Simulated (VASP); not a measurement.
Runs of VASP 6.6.1 on CsCu. The structure is that of space group P-6m2 (No. 187), or close to it. The cells are those of the table. The cell was built from a structure type or drawn by symmetry, and may not be a known phase.

```tsv
task	cell	k mesh	cutoff (eV)	smearing	gap on the mesh (eV)	pressure (GPa)
single point	a = 4.898, b = 4.898, c = 6.464 Å, angles 90.0, 90.0, 120.0°, 2 atoms	6 × 6 × 4	520	gaussian 0.1 eV	(a)	-1.2
relaxation of cell and atoms	relaxed from a = 5.053, b = 5.053, c = 4.572 Å, angles 90.0, 90.0, 120.0°, 2 atoms	6 × 6 × 6	600	gaussian 0.02 eV	1.20	0.0
single point	a = 5.053, b = 5.053, c = 4.572 Å, angles 90.0, 90.0, 120.0°, 2 atoms	12 × 12 × 10	520	gaussian 0.1 eV	1.19	0.0
single point	a = 5.053, b = 5.053, c = 4.572 Å, angles 90.0, 90.0, 120.0°, 2 atoms	6 × 6 × 6	520	gaussian 0.02 eV	1.19	0.0
```

Alike in all rows: level PBE; potentials or basis VASP PAW PBE potentials, release 64 (Cs_sv, Cu); no spin polarisation.

Problem. Estimate the missing entries.

Solution. (a) none.

Caveats: spin-orbit coupling is left out, which moves the levels of the heavy elements.

A k mesh can miss the band edges, and the runs leave out spin-orbit coupling on Cs.
